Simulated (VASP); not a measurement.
Input of a VASP 6.6.1 run:

The input INCAR:

```
ALGO     = Normal         # electronic algorithm
EDIFF    = 1E-7           # SCF threshold, eV
ENCUT    = 520            # plane-wave cutoff, eV
GGA      = PE             # functional
ISIF     = 2              # what is computed and relaxed
ISMEAR   = 1              # smearing method
LASPH    = T              # aspherical terms in the spheres
LCHARG   = F              # write CHGCAR
LREAL    = F              # projectors in reciprocal space
LWAVE    = F              # write WAVECAR
NBANDS   = 17             # bands
NELM     = 80             # most SCF steps
PREC     = Accurate       # precision mode
SIGMA    = 0.05           # smearing width, eV
```

File KPOINTS:

```
k-points
0
Gamma
  4 4 4
```

POSCAR

```
SnTe
1.0
    3.8918236295      0.0000000000      0.0000000000
    0.0000000000      3.8918236295      0.0000000000
    0.0000000000      0.0000000000      3.8918236295
Sn Te
1 1
Direct
    0.0000000000      0.0000000000      0.0000000000
    0.5000000000      0.5000000000      0.5000000000
```

Potentials or basis: VASP PAW PBE potentials, release 64 (Sn_d, Te).

Launch:

```bash
$ cat potpaw_PBE.64/Sn_d/POTCAR potpaw_PBE.64/Te/POTCAR > POTCAR
$ mpirun -np 1 vasp_std > vasp.out
```

Predict the band gap on the k mesh.

zero (band 10 reaches 7.41 eV, above the bottom of band 11 at 5.86 eV).

What does it give for the pressure?

-0.3 GPa.

Caveat: the k points lie up to 0.40 Å⁻¹ apart; spin-orbit coupling is left out, which moves the levels of the heavy elements.
